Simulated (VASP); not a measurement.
# Cu (Fm-3m) in VASP: a series of runs

The runs below take Cu through single point, with r2SCAN.

Everything below comes from runs of VASP 6.6.1. Logs are shortened: lines on timing, memory, paths and dates and some standing lists are left out, and cuts for length are marked.

## Step 1: The cell of the first run

Symmetry: Fm-3m, No. 225, cubic system. The conventional cell has a = 3.504 Å, b = 3.504 Å, c = 3.504 Å, α = 90.00°, β = 90.00°, γ = 90.00°. Cu (site symmetry m-3m) has 12 Cu at 2.48 Å within 3.3 Å.

## Step 2: Single point, r2SCAN (10.75 Å³/atom)

File POSCAR:

```
Cu
1.0
    0.0000000000      1.7519308990      1.7519308990
    1.7519308990      0.0000000000      1.7519308990
    1.7519308990      1.7519308990      0.0000000000
Cu
1
Direct
    0.0000000000      0.0000000000      0.0000000000
```

File INCAR.step1:

```
SYSTEM = Cu
  PREC = Accurate
  ENCUT = 520
  ISMEAR = 0
  SIGMA = 0.1
  LREAL = .FALSE.
  LASPH = .TRUE.
  NELM = 80
  NBANDS = 12
  GGA = PE
  ALGO = Normal
  EDIFF = 1E-4
  LWAVE = .TRUE.
  LCHARG = .FALSE.
```

File INCAR.step2:

```
SYSTEM = Cu
  PREC = Accurate
  ENCUT = 520
  EDIFF = 1E-7
  ISMEAR = 0
  SIGMA = 0.1
  LREAL = .FALSE.
  LASPH = .TRUE.
  NELM = 80
  ALGO = Normal
  ISIF = 2
  LWAVE = .FALSE.
  LCHARG = .TRUE.
  METAGGA = R2SCAN
  LMIXTAU = .TRUE.
  LELF = .TRUE.
  LVHAR = .TRUE.
  NBANDS = 12
  ISTART = 1
```

File KPOINTS:

```
Automatic mesh
0
G
  20 20 20
  0 0 0
```

Potentials or basis: VASP PAW PBE potentials, release 64 (Cu).

Command:

```bash
$ cat potpaw_PBE.64/Cu/POTCAR > POTCAR
$ cp INCAR.step1 INCAR
$ mpirun -np 1 vasp_std > vasp.out
$ cp INCAR.step2 INCAR
$ mpirun -np 1 vasp_std > vasp.out
```

OUTCAR:

```text
SYSTEM = Cu
   PREC = Accurate
   ENCUT = 520
   EDIFF = 1E-7
   ISMEAR = 0
   LREAL = .FALSE.
   LASPH = .TRUE.
   NELM = 80
   ISIF = 2
   METAGGA = R2SCAN
   ISTART = 1

 ion  position               nearest neighbor table
   1  0.000  0.000  0.000-

  LATTYP: Found a face centered cubic cell.
 ALAT       =     3.5038617980

  Lattice vectors:

 A1 = (   0.0000000000,   1.7519308990,   1.7519308990)
 A2 = (   1.7519308990,   0.0000000000,   1.7519308990)
 A3 = (   1.7519308990,   1.7519308990,   0.0000000000)

Analysis of symmetry for initial positions (statically):
=====================================================================
 Subroutine PRICEL returns:
 Original cell was already a primitive cell.

 Routine SETGRP: Setting up the symmetry group for a
 face centered cubic supercell.

 Subroutine GETGRP returns: Found 48 space group operations
 (whereof 48 operations were pure point group operations)
 out of a pool of 48 trial point group operations.

The static configuration has the point symmetry O_h .

Analysis of symmetry for dynamics (positions and initial velocities):
=====================================================================
 Subroutine PRICEL returns:
 Original cell was already a primitive cell.

 Routine SETGRP: Setting up the symmetry group for a
 face centered cubic supercell.

 Subroutine GETGRP returns: Found 48 space group operations
 (whereof 48 operations were pure point group operations)
 out of a pool of 48 trial point group operations.

The dynamic configuration has the point symmetry O_h .

 Subroutine INISYM returns: Found 48 space group operations
 (whereof 48 operations are pure point group operations),
 and found     1 'primitive' translations

----------------------------------------------------------------------------------------

                                     Primitive cell

  volume of cell :      10.7543

  direct lattice vectors                    reciprocal lattice vectors
     0.000000000  1.751930899  1.751930899    -0.285399384  0.285399384  0.285399384
     1.751930899  0.000000000  1.751930899     0.285399384 -0.285399384  0.285399384
     1.751930899  1.751930899  0.000000000     0.285399384  0.285399384 -0.285399384

  length of vectors
     2.477604438  2.477604438  2.477604438     0.494326234  0.494326234  0.494326234

  position of ions in fractional coordinates (direct lattice)
     0.000000000  0.000000000  0.000000000

  ion indices of the primitive-cell ions
   primitive index   ion index
                 1           1

[... 83 lines left out ...]
   NUPDOWN=      -1.0000    fix difference up-down
   EMIN   =  10.00;   EMAX   =-10.00  energy-range for DOS
   EFERMI =   0.00;   METHOD = LEGACY
   ISMEAR =     0;   SIGMA  =   0.10  broadening in eV -4-tet -1-fermi 0-gaus
   EFERMI_NEDOS =   21; number of points for ismear=-14 and -15
   IALGO  =     38    algorithm
   IMIX   =      4    mixing-type and parameters
     AMIX     =   0.40;   BMIX     =  1.00
     AMIX_MAG =   1.60;   BMIX_MAG =  1.00
  volume/ion in A,a.u.               =      10.75        72.57
  Fermi-wavevector in a.u.,A,eV,Ry     =   1.649474  3.117054 37.018239  2.720764
  Thomas-Fermi vector in A             =   2.738587
   LORBIT       =      0    0 simple, 1 ext, 2 COOP (PROOUT), +10 PAW based schemes
   METAGGA = R2SCAN    functional components
   LHFCALC =     F    Hartree Fock is set to
   AEXX    =    0.0000 exact exchange contribution
   IVDW    =     0    specifies the selected vdW correction
   LEPSILON=     F    determine dielectric tensor
   LRPA    =     F    only Hartree local field effects (RPA)
 non-spin polarized calculation
 Gauss-broadening in eV      SIGMA  =   0.10
  energy-cutoff  :      520.00
  volume of cell :       10.75
 maximum number of plane-waves:       303
   NGX =  9   NGY =  9   NGZ =  9

 number of electron      10.9999992 magnetization

 Free energy of the ion-electron system (eV)
  ---------------------------------------------------
  ext. energy  EPLUGINS =         0.00000000
  ---------------------------------------------------
  free energy    TOTEN  =       -10.80071102 eV

  energy without entropy =      -10.79955485  energy(sigma->0) =      -10.80013294

 E-fermi :   8.5894     XC(G=0): -14.3864

 val. band max:        8.5664197791   @ k =  -0.4500   0.1000   0.0000
 cond. band min:       8.6044138643   @ k =   0.5000   0.2500   0.1000
 fundamental gap:      0.0379940852
 Fermi energy:         8.5893537643

 k-point     1 :       0.0000    0.0000    0.0000
  band No.  band energies     occupation
      1      -1.8244      2.00000
      2       5.1607      2.00000
      3       5.1608      2.00000
      4       5.1608      2.00000
      5       6.1065      2.00000
      6       6.1065      2.00000
      7      32.7635      0.00000
      8      36.5574      0.00000
      9      36.5574      0.00000
     10      36.5576      0.00000
     11      39.0649      0.00000
     12      39.0649      0.00000
[... 331 lines left out ...]
 k-point    24 :      -0.3500    0.0500    0.0000
  band No.  band energies     occupation
      1       2.3335      2.00000
      2       5.1754      2.00000
      3       5.2229      2.00000
      4       5.3456      2.00000
      5       6.4855      2.00000
      6       6.8121      2.00000
      7      16.8265      0.00000
      8      30.3174      0.00000
      9      32.8612      0.00000
     10      34.5275      0.00000
     11      36.5060      0.00000
     12      38.4954      0.00000

 [... further k-points ...]

------------------------ aborting loop because EDIFF is reached ----------------------------------------

  FORCE on cell =-STRESS in cart. coord.  units (eV):
  Direction    XX          YY          ZZ          XY          YZ          ZX
  --------------------------------------------------------------------------------------
  -------------------------------------------------------------------------------------
  Total        0.8393817      0.8393817      0.8393817     -0.0000000      0.0000000      0.0000000
  in kB      125.0515722    125.0515722    125.0515722     -0.0000000      0.0000000      0.0000000
  external PRESSURE =     125.0515722 kB  Pullay stress =       0.0000000 kB

 VOLUME and BASIS-vectors are now :
 -----------------------------------------------------------------------------
  energy-cutoff  :      520.00
  volume of cell :       10.75
      direct lattice vectors                 reciprocal lattice vectors
     0.000000000  1.751930899  1.751930899    -0.285399384  0.285399384  0.285399384
     1.751930899  0.000000000  1.751930899     0.285399384 -0.285399384  0.285399384
     1.751930899  1.751930899  0.000000000     0.285399384  0.285399384 -0.285399384

 POSITION                                       TOTAL-FORCE (eV/Angst)
 -----------------------------------------------------------------------------------
      0.00000      0.00000      0.00000         0.000000      0.000000      0.000000
 -----------------------------------------------------------------------------------
    total drift:                                0.000000     -0.000000      0.000000

  FREE ENERGIE OF THE ION-ELECTRON SYSTEM (eV)
  ---------------------------------------------------
  free  energy   TOTEN  =       -10.8007110235 eV

  energy  without entropy=      -10.7995548485  energy(sigma->0) =      -10.80013294
```

OUTCAR.step1:

```text
SYSTEM = Cu
   PREC = Accurate
   ENCUT = 520
   ISMEAR = 0
   LREAL = .FALSE.
   LASPH = .TRUE.
   NELM = 80
[... 576 lines left out ...]
 -----------------------------------------------------------------------------------
      0.00000      0.00000      0.00000         0.000000      0.000000      0.000000
 -----------------------------------------------------------------------------------
    total drift:                                0.000000     -0.000000     -0.000000

  FREE ENERGIE OF THE ION-ELECTRON SYSTEM (eV)
  ---------------------------------------------------
  free  energy   TOTEN  =        -3.6590142980 eV

  energy  without entropy=       -3.6577705861  energy(sigma->0) =       -3.65839244
```

OSZICAR.step1:

```text
N       E                     dE             d eps       ncg     rms          rms(c)
DAV:   1     0.419958182756E+02    0.41996E+02   -0.54378E+03  6988   0.159E+03
DAV:   2    -0.326776239268E+01   -0.45264E+02   -0.41826E+02  6232   0.210E+02
DAV:   3    -0.458560305958E+01   -0.13178E+01   -0.13108E+01  7124   0.402E+01
DAV:   4    -0.459336466624E+01   -0.77616E-02   -0.77605E-02  7004   0.273E+00
DAV:   5    -0.459342870148E+01   -0.64035E-04   -0.64034E-04  7284   0.253E-01    0.778E+00
DAV:   6    -0.396793567527E+01    0.62549E+00   -0.13075E+01  7312   0.703E+01    0.334E+00
DAV:   7    -0.367503245596E+01    0.29290E+00   -0.18774E+00  7320   0.264E+01    0.689E-01
DAV:   8    -0.365994229432E+01    0.15090E-01   -0.57661E-03  8088   0.765E-01    0.228E-01
DAV:   9    -0.365900830133E+01    0.93399E-03   -0.53103E-03  7096   0.129E+00    0.256E-02
DAV:  10    -0.365901429800E+01   -0.59967E-05   -0.19765E-05  4344   0.753E-02
   1 F= -.36590143E+01 E0= -.36583924E+01  d E =-.124371E-02
```

Wall time 1.7 min (1 thread of Intel Xeon 8259CL, shared host); peak memory 0.15 GiB.

Results:

- Free energy: -10.8007 eV
- Pressure: 12.5 GPa
- Band gap on the k mesh: zero (an odd number of electrons rules out a gap without spin polarisation)

Caveat: the cell stands under pressure; the PAW data sets were made with another functional, which shifts forces and pressure a little.

## Step 3: Single point, r2SCAN (11.10 Å³/atom)

This run uses another cell than the first one, of 11.10 Å³/atom.

File POSCAR:

```
Cu
1.0
    0.0000000000      1.7703736322      1.7703736322
    1.7703736322      0.0000000000      1.7703736322
    1.7703736322      1.7703736322      0.0000000000
Cu
1
Direct
    0.0000000000      0.0000000000      0.0000000000
```

File INCAR.step1:

```
ALGO = Normal
EDIFF = 1E-4
ENCUT = 520
GGA = PE
ISMEAR = 0
LASPH = T
LCHARG = F
LREAL = F
LWAVE = T
NBANDS = 12
NELM = 60
PREC = Accurate
SIGMA = 0.1
```

File INCAR.step2:

```
ALGO = Normal
EDIFF = 1E-7
ENCUT = 520
ISIF = 2
ISMEAR = 0
ISTART = 1
LASPH = T
LCHARG = F
LMIXTAU = T
LREAL = F
LWAVE = F
METAGGA = R2SCAN
NBANDS = 12
NELM = 60
PREC = Accurate
SIGMA = 0.1
```

File KPOINTS:

```
k-points
0
Gamma
  20 20 20
```

Potentials or basis: VASP PAW PBE potentials, release 64 (Cu).

Command:

```bash
$ cat potpaw_PBE.64/Cu/POTCAR > POTCAR
$ cp INCAR.step1 INCAR
$ mpirun -np 1 vasp_std > vasp.out
$ cp INCAR.step2 INCAR
$ mpirun -np 1 vasp_std > vasp.out
```

Wall time 2.3 min (1 thread of Intel Xeon 8259CL, shared host); peak memory 0.15 GiB.

Results (log left out):

* Free energy: -10.8209 eV
* Pressure: 6.0 GPa
* Band gap on the k mesh: zero (an odd number of electrons rules out a gap without spin polarisation)

Levels at points of the mesh, in eV from the Fermi level:
```csv
k point,band 3,band 4,band 5,band 6,band 7,band 8,band 9,band 10
"(0.00, 0.00, 0.00)",-3.31,-3.31,-2.41,-2.41,23.92,27.46,27.46,27.46
"(0.50, 0.00, 0.00)",-3.36,-1.77,-1.77,-1.21,4.33,22.40,24.19,24.19
"(0.50, 0.50, 0.00)",-1.80,-1.60,-1.60,1.57,7.91,14.30,14.30,18.82
```

Caveat: the cell stands under pressure; the PAW data sets were made with another functional, which shifts forces and pressure a little.

## Step 4: Single point, r2SCAN

This run uses another cell than the first one, of 11.44 Å³/atom.

File POSCAR:

```
Cu
1.0
    0.0000000000      1.7884399170      1.7884399170
    1.7884399170      0.0000000000      1.7884399170
    1.7884399170      1.7884399170      0.0000000000
Cu
1
Direct
    0.0000000000      0.0000000000      0.0000000000
```

File INCAR.step1:

```
PREC     = Accurate       # precision mode
ENCUT    = 520            # plane-wave cutoff, eV
ISMEAR   = 0              # smearing method
SIGMA    = 0.1            # smearing width, eV
LREAL    = F              # projectors in reciprocal space
LASPH    = T              # aspherical terms in the spheres
NELM     = 100            # most SCF steps
NBANDS   = 12             # bands
GGA      = PE             # functional
ALGO     = Normal         # electronic algorithm
EDIFF    = 1E-4           # SCF threshold, eV
LWAVE    = T              # write WAVECAR
LCHARG   = F              # write CHGCAR
```

File INCAR.step2:

```
PREC     = Accurate       # precision mode
ENCUT    = 520            # plane-wave cutoff, eV
EDIFF    = 1E-6           # SCF threshold, eV
ISMEAR   = 0              # smearing method
SIGMA    = 0.1            # smearing width, eV
LREAL    = F              # projectors in reciprocal space
LASPH    = T              # aspherical terms in the spheres
NELM     = 100            # most SCF steps
ALGO     = Normal         # electronic algorithm
ISIF     = 2              # what is computed and relaxed
LWAVE    = F              # write WAVECAR
LCHARG   = T              # write CHGCAR
METAGGA  = R2SCAN         # meta-GGA
LMIXTAU  = T            
LELF     = T              # ELF
LVHAR    = T            
NBANDS   = 12             # bands
ISTART   = 1
```

File KPOINTS:

```
regular mesh
0
Gamma
  20 20 20
```

Potentials or basis: VASP PAW PBE potentials, release 64 (Cu).

Command:

```bash
$ cat potpaw_PBE.64/Cu/POTCAR > POTCAR
$ cp INCAR.step1 INCAR
$ mpirun -np 1 vasp_std > vasp.out
$ cp INCAR.step2 INCAR
$ mpirun -np 1 vasp_std > vasp.out
```

OUTCAR:

```text
PREC = Accurate
   ENCUT = 520
   EDIFF = 1E-6
   ISMEAR = 0
   LREAL = F
   LASPH = T
   NELM = 100
   ISIF = 2
   METAGGA = R2SCAN
   ISTART = 1

 ion  position               nearest neighbor table
   1  0.000  0.000  0.000-

  LATTYP: Found a face centered cubic cell.
 ALAT       =     3.5768798340

  Lattice vectors:

 A1 = (   0.0000000000,   1.7884399170,   1.7884399170)
 A2 = (   1.7884399170,   0.0000000000,   1.7884399170)
 A3 = (   1.7884399170,   1.7884399170,   0.0000000000)

Analysis of symmetry for initial positions (statically):
=====================================================================
 Subroutine PRICEL returns:
 Original cell was already a primitive cell.

 Routine SETGRP: Setting up the symmetry group for a
 face centered cubic supercell.

 Subroutine GETGRP returns: Found 48 space group operations
 (whereof 48 operations were pure point group operations)
 out of a pool of 48 trial point group operations.

The static configuration has the point symmetry O_h .

[... 166 lines left out ...]
  band No.  band energies     occupation
      1      -2.1271      2.00000
      2       4.5587      2.00000
      3       4.5588      2.00000
      4       4.5588      2.00000
      5       5.4166      2.00000
      6       5.4166      2.00000
      7      31.4418      0.00000
      8      34.7288      0.00000
      9      34.7288      0.00000
     10      34.7291      0.00000
     11      37.1455      0.00000
     12      37.1455      0.00000
[... 331 lines left out ...]
 k-point    24 :      -0.3500    0.0500    0.0000
  band No.  band energies     occupation
      1       1.9015      2.00000
      2       4.5742      2.00000
      3       4.6167      2.00000
      4       4.7528      2.00000
      5       5.7629      2.00000
      6       6.0665      2.00000
      7      15.6114      0.00000
      8      28.7988      0.00000
      9      31.2876      0.00000
     10      32.6106      0.00000
     11      34.7408      0.00000
     12      36.6242      0.00000

 [... further k-points ...]

------------------------ aborting loop because EDIFF is reached ----------------------------------------

  FORCE on cell =-STRESS in cart. coord.  units (eV):
  Direction    XX          YY          ZZ          XY          YZ          ZX
  --------------------------------------------------------------------------------------
  -------------------------------------------------------------------------------------
  Total        0.0326966      0.0326966      0.0326966     -0.0000000     -0.0000000      0.0000000
  in kB        4.5788830      4.5788830      4.5788830     -0.0000000     -0.0000000      0.0000000
  external PRESSURE =       4.5788830 kB  Pullay stress =       0.0000000 kB

 VOLUME and BASIS-vectors are now :
 -----------------------------------------------------------------------------
  energy-cutoff  :      520.00
  volume of cell :       11.44
      direct lattice vectors                 reciprocal lattice vectors
     0.000000000  1.788439917  1.788439917    -0.279573272  0.279573272  0.279573272
     1.788439917  0.000000000  1.788439917     0.279573272 -0.279573272  0.279573272
     1.788439917  1.788439917  0.000000000     0.279573272  0.279573272 -0.279573272

 POSITION                                       TOTAL-FORCE (eV/Angst)
 -----------------------------------------------------------------------------------
      0.00000      0.00000      0.00000         0.000000     -0.000000     -0.000000
 -----------------------------------------------------------------------------------
    total drift:                                0.000000      0.000000      0.000000

  FREE ENERGIE OF THE ION-ELECTRON SYSTEM (eV)
  ---------------------------------------------------
  free  energy   TOTEN  =       -10.8281340777 eV

  energy  without entropy=      -10.8269582124  energy(sigma->0) =      -10.82754615
```

OUTCAR.step1:

```text
PREC = Accurate
   ENCUT = 520
   ISMEAR = 0
   LREAL = F
   LASPH = T
[... 575 lines left out ...]

 POSITION                                       TOTAL-FORCE (eV/Angst)
 -----------------------------------------------------------------------------------
      0.00000      0.00000      0.00000        -0.000000     -0.000000      0.000000
 -----------------------------------------------------------------------------------
    total drift:                                0.000000      0.000000      0.000000

  FREE ENERGIE OF THE ION-ELECTRON SYSTEM (eV)
  ---------------------------------------------------
  free  energy   TOTEN  =        -3.7167383101 eV

  energy  without entropy=       -3.7154643394  energy(sigma->0) =       -3.71610132
```

Wall time 2.2 min (1 thread of Intel Xeon 8259CL, shared host); peak memory 0.16 GiB.

What came out:

```yaml
Free_energy: -10.8281 eV
Pressure: 0.5 GPa
Band_gap_on_the_k_mesh: zero (an odd number of electrons rules out a gap without spin polarisation)
```

Levels at points of the mesh, in eV from the Fermi level:
```
           k point  band 4  band 5  band 6  band 7  band 8  band 9
(0.00, 0.00, 0.00)   -3.21   -2.35   -2.35   23.68   26.96   26.96
(0.50, 0.00, 0.00)   -1.73   -1.73   -1.11    4.17   22.17   23.69
(0.50, 0.50, 0.00)   -1.57   -1.57    1.60    7.69   14.05   14.05
```

Caveat: the PAW data sets were made with another functional, which shifts forces and pressure a little.

## Step 5: Summary

| cell | gap on the mesh (eV) | pressure (GPa) |
| --- | --- | --- |
| a = 2.478 Å, angles 60.0°, 1 atom | none | 12.5 |
| a = 2.504 Å, angles 60.0°, 1 atom | none | 6.0 |
| a = 2.529 Å, angles 60.0°, 1 atom | none | 0.5 |

Alike in all rows: task single point; level r2SCAN; potentials or basis VASP PAW PBE potentials, release 64 (Cu); no spin polarisation; k mesh 20 × 20 × 20; cutoff (eV) 520; smearing gaussian 0.1 eV.

Caveats: the PAW data sets were made with another functional, which shifts forces and pressure a little; the cell stands under pressure (at least some runs).

Absolute energies hang on the potentials; compare differences alone.
